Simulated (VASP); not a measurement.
Br: single point with PBE+D3(BJ)

Crystal: Br.

```
Br
1.0
    -1.44535    1.44535    3.55321
     1.44535   -1.44535    3.55321
     1.44535    1.44535   -3.55321
Br
1
Direct
  0.00000 0.00000 0.00000
```

```
Program                : VASP 6.6.1
Task                   : single point
Functional             : PBE
Dispersion             : D3(BJ)
Potentials or basis    : VASP PAW PBE potentials, release 64 (Br)
Cutoff                 : 520 eV
k mesh                 : 22 × 22 × 22
Occupations            : gaussian, width 0.15 eV
Spin                   : no spin polarisation
Dipole correction      : no
Further INCAR settings : ALGO = Fast; EDIFF = 1e-06; NBANDS = 10
```

```yaml
Pressure: -1.6 GPa
Band_gap_on_the_k_mesh: zero (an odd number of electrons rules out a gap without spin polarisation)
Dispersion_energy_per_atom: -0.244 eV
```

Stress tensor (GPa, compression positive):
```
-2.37  0.00  0.00
 0.00 -2.37  0.00
 0.00  0.00  0.05
```

Levels at points of the mesh, in eV from the Fermi level:
```csv
k point,band 2,band 3,band 4,band 5,band 6,band 7
"(0.00, 0.00, 0.00)",-2.04,0.86,0.86,5.63,9.92,10.28
"(0.50, 0.00, 0.00)",-5.50,-1.76,1.67,6.51,11.89,12.90
"(0.50, 0.50, 0.00)",-4.26,-3.96,-0.61,5.67,8.35,12.74
"(0.50, 0.50, 0.50)",-4.25,0.69,0.69,9.17,9.34,11.90
```

Run time: 6.3 min on 1 thread of Oxide Virtual Turin-like Processor, with other jobs on the host, peak memory 0.32 GiB.

Caveat: an odd number of electrons without spin polarisation forces a metal; a magnetic or distorted state may lie lower.
